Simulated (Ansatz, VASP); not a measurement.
One calculation of B2Ru3, two programs

```
B Ru
1.0
     4.66985    0.00000    0.00000
     0.00000    4.66985    0.00000
     0.00000    0.00000    3.05434
B Ru
2 3
Direct
  0.50000 0.50000 0.24889
  0.50000 0.50000 0.75111
  0.00000 0.00000 0.00000
  0.00000 0.50000 0.00000
  0.50000 0.00000 0.00000
```

Alike in both runs: functional PBE; k mesh 8 × 8 × 12; occupations gaussian, width 0.1 eV; no spin polarisation.

Ansatz relaxed the structure, and its values are those at the end. VASP's run is a single point on that final structure, the one shown.

|  | VASP | Ansatz |
| --- | --- | --- |
| version | VASP 6.6.1 | Ansatz 0.2.0 |
| potentials or method | VASP PAW PBE potentials, release 64 (B, Ru_pv), cutoff 520 eV | scalar-relativistic, plane waves, PAW |
| valence electrons in the cell | 48 | 54 |

```tsv
	VASP	Ansatz	Ansatz less VASP
gap on the k mesh at the Fermi level (eV)	none	none	-
pressure (GPa)	0.2	0.0	-0.18
rms of the force components (eV/Å)	0.007	0.000	-0.0063
```

A gap of «none» marks a metal or a gap that the smearing closes. With one functional, cell and mesh, what is left measures potentials, basis and numerics. VASP's potentials hold 48 valence electrons a cell and Ansatz's 54, so a difference there can come from the potentials and not from the codes.
